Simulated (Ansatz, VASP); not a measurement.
CO2 in VASP and in Ansatz

```
C O
1.0
     5.99243    0.00000    0.00000
     0.00000    5.99243    0.00000
     0.00000    0.00000    5.99243
C O
4 8
Direct
  0.00000 0.00000 0.00000
  0.50000 0.00000 0.50000
  0.50000 0.50000 0.00000
  0.00000 0.50000 0.50000
  0.11148 0.11148 0.11148
  0.38852 0.88852 0.61148
  0.61148 0.38852 0.88852
  0.88852 0.61148 0.38852
  0.88852 0.88852 0.88852
  0.61148 0.11148 0.38852
  0.38852 0.61148 0.11148
  0.11148 0.38852 0.61148
```

Alike in both runs: task single point; functional PBE; k mesh 4 × 4 × 4; occupations gaussian, width 0.05 eV; no spin polarisation.

|  | VASP | Ansatz |
| --- | --- | --- |
| version | VASP 6.6.1 | Ansatz 0.2.0 |
| potentials or method | VASP PAW PBE potentials, release 64 (C_h, O_h), cutoff 1340 eV | scalar-relativistic, plane waves, PAW |
| valence electrons in the cell | 64 | 64 |

```csv
,VASP,Ansatz,Ansatz less VASP
gap on the k mesh at the Fermi level (eV),6.74,6.74,-0.001
least direct gap on the mesh (eV),6.74,6.74,-0.001
pressure (GPa),2.9,3.1,+0.19
rms of the force components (eV/Å),0.639,0.629,-0.0098
```

Atom by atom the forces differ by 0.010 eV/Å (rms over components).
